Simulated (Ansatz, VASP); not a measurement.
**Two plane-wave programs on BaRu3**

```
CELL_PARAMETERS angstrom
4.12248 0.00000 0.00000
0.00000 4.12248 0.00000
0.00000 0.00000 4.12248
ATOMIC_POSITIONS crystal
Ba 0.00000 0.00000 0.00000
Ru 0.00000 0.50000 0.50000
Ru 0.50000 0.50000 0.00000
Ru 0.50000 0.00000 0.50000
```

Alike in both runs: task single point; functional PBEsol; k mesh 8 × 8 × 8; occupations gaussian, width 0.05 eV; no spin polarisation.

|  | VASP | Ansatz |
| --- | --- | --- |
| version | VASP 6.6.1 | Ansatz 0.2.0 |
| potentials or method | VASP PAW PBE potentials, release 64 (Ba_sv, Ru_pv), cutoff 520 eV | scalar-relativistic, plane waves, PAW |
| valence electrons in the cell | 52 | 58 |

Ansatz gave:

* gap on the k mesh at the Fermi level (eV): none
* pressure (GPa): -4.9

**Question.** Which values does VASP return?

**Answer.** gap on the k mesh at the Fermi level (eV): none; pressure (GPa): -0.1.

VASP's potentials were made for PBE, not for PBEsol. A gap of «none» marks a metal or a gap that the smearing closes. One of these differences is far larger than is usual between the two programs; its cause wasn't traced. VASP's potentials hold 52 valence electrons a cell and Ansatz's 58, so a difference there can come from the potentials and not from the codes.

Neither program's run includes spin-orbit coupling.
